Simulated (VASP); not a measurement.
Al:

```
Al
1.0
     2.75504    0.00000    0.00000
    -1.37752    2.38594    0.00000
     0.00000    0.00000    4.76750
Al
2
Direct
  0.33333 0.66667 0.25000
  0.66667 0.33333 0.75000
```

Base run:

* Program: VASP 6.6.1
* Functional: r2SCAN
* Potentials or basis: VASP PAW PBE potentials, release 64 (Al)
* Cutoff: 520 eV
* k mesh: 11 × 11 × 6
* Occupations: fermi-dirac, width 0.05 eV
* Spin: no spin polarisation

Its results: band gap on the k mesh zero (band 3 reaches 12.32 eV, above the bottom of band 4 at 5.46 eV); pressure 2.2 GPa.

The run is repeated on the same cell with these changes: functional from r2SCAN to PBEsol; further incar settings from ALGO = Normal; EDIFF = 1e-07; NBANDS = 10 to ALGO = Normal; EDIFF = 1e-06; NBANDS = 10. What comes out?

Band gap on the k mesh zero (band 3 reaches 12.05 eV, above the bottom of band 4 at 5.50 eV); pressure 4.0 GPa.

Caveats: the PAW data sets were made with another functional, which shifts forces and pressure a little.
